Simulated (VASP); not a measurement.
Crystal: GeS.

```xyz
8
Lattice="10.4810 0.0000 0.0000 0.0000 3.6460 0.0000 0.0000 0.0000 4.2990" Properties=species:S:1:pos:R:3 pbc="T T T"
Ge    1.2797    0.9115    0.5490
Ge    3.9608    2.7345    2.6985
Ge    6.5202    0.9115    1.6005
Ge    9.2013    2.7345    3.7500
S     8.9036    0.9115    2.1594
S     6.8179    2.7345    0.0099
S     3.6631    0.9115    4.2891
S     1.5774    2.7345    2.1396
```

- Program: VASP 6.6.1
- Task: relaxation of cell and atoms
- Functional: PBEsol
- Potentials or basis: VASP PAW PBE potentials, release 64 (Ge_d, S)
- Cutoff: 500 eV
- k mesh: 4 × 8 × 6
- Occupations: fermi-dirac, width 0.02 eV
- Spin: no spin polarisation

At the start: pressure -1.0 GPa; volume 20.54 Å³/atom.

Question: Where does the relaxation end?

Answer: Over 12 steps the energy falls by 5.3 meV/atom and the volume is 19.58 Å³/atom (-4.7 %); space group Pnma (No. 62, to 0.1 Å) before and after.

Step by step:
```csv
step,energy change (eV),largest force (eV/Å),pressure (GPa),volume (Å³)
1,0.0000,0.0846,-1.04,164.28
2,-0.0136,0.1757,0.05,161.13
3,-0.0140,0.1958,0.29,160.50
4,-0.0258,0.1187,0.19,159.34
5,-0.0309,0.1081,0.05,156.48
6,-0.0332,0.0779,0.11,157.50
7,-0.0389,0.0310,-0.15,157.47
8,-0.0398,0.0455,-0.28,157.44
9,-0.0417,0.0412,0.20,156.19
10,-0.0419,0.0339,0.09,156.50
11,-0.0422,0.0047,-0.06,156.70
12,-0.0422,0.0085,0.01,156.64
```

Final structure:
```
CELL_PARAMETERS angstrom
10.27401 0.00000 0.00000
0.00000 3.65820 0.00000
0.00000 0.00000 4.16767
ATOMIC_POSITIONS crystal
Ge 0.11878 0.25000 0.12142
Ge 0.38122 0.75000 0.62142
Ge 0.61878 0.25000 0.37858
Ge 0.88122 0.75000 0.87858
S 0.85226 0.25000 0.49564
S 0.64774 0.75000 0.99564
S 0.35226 0.25000 0.00436
S 0.14774 0.75000 0.50436
```

Caveat: the PAW data sets were made with another functional, which shifts forces and pressure a little.
